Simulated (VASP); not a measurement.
Input of a VASP 6.6.1 run:

Contents of INCAR:

```
SYSTEM = Sb2S3
PREC = Accurate ; ENCUT = 500
EDIFF = 1E-6 ; ISMEAR = -1
SIGMA = 0.02 ; LREAL = .False.
LASPH = .True. ; NELM = 120
ALGO = Normal ; ISIF = 2
LWAVE = .False. ; LCHARG = .True.
GGA = PE ; LELF = .True.
LVHAR = .True. ; NBANDS = 72
GGA_COMPAT = .False.
```

Contents of KPOINTS:

```
regular mesh
0
Gamma
  2 6 2
  0 0 0
```

File POSCAR:

```
Sb2S3
1.0
   11.4742503611      0.0000000000      0.0000000000
    0.0000000000      3.8416509770      0.0000000000
    0.0000000000      0.0000000000     11.2061015322
Sb S
8 12
Direct
    0.8524507075      0.7500000000      0.4651344503
    0.1475492925      0.2500000000      0.5348655497
    0.6475492925      0.2500000000      0.9651344503
    0.3524507075      0.7500000000      0.0348655497
    0.9711746733      0.2500000000      0.1734027053
    0.0288253267      0.7500000000      0.8265972947
    0.5288253267      0.7500000000      0.6734027053
    0.4711746733      0.2500000000      0.3265972947
    0.8759922947      0.7500000000      0.0609187025
    0.1240077053      0.2500000000      0.9390812975
    0.6240077053      0.2500000000      0.5609187025
    0.3759922947      0.7500000000      0.4390812975
    0.0495693771      0.7500000000      0.3774422728
    0.9504306229      0.2500000000      0.6225577272
    0.4504306229      0.2500000000      0.8774422728
    0.5495693771      0.7500000000      0.1225577272
    0.2952777587      0.2500000000      0.1909133329
    0.7047222413      0.7500000000      0.8090866671
    0.2047222413      0.7500000000      0.6909133329
    0.7952777587      0.2500000000      0.3090866671
```

Potentials or basis: VASP PAW PBE potentials, release 64 (Sb, S).

Launch:

```bash
$ cat potpaw_PBE.64/Sb/POTCAR potpaw_PBE.64/S/POTCAR > POTCAR
$ mpirun -np 1 vasp_std > vasp.out
```

(1) What does it give for the largest force?

(2) Predict the band gap on the k mesh.

(3) Estimate the pressure.

Answers

(1) 0.265 eV/Å.

(2) 1.29 eV (least direct gap 1.37 eV).

(3) 2.0 GPa.

Caveat: spin-orbit coupling is left out, which moves the levels of the heavy elements.
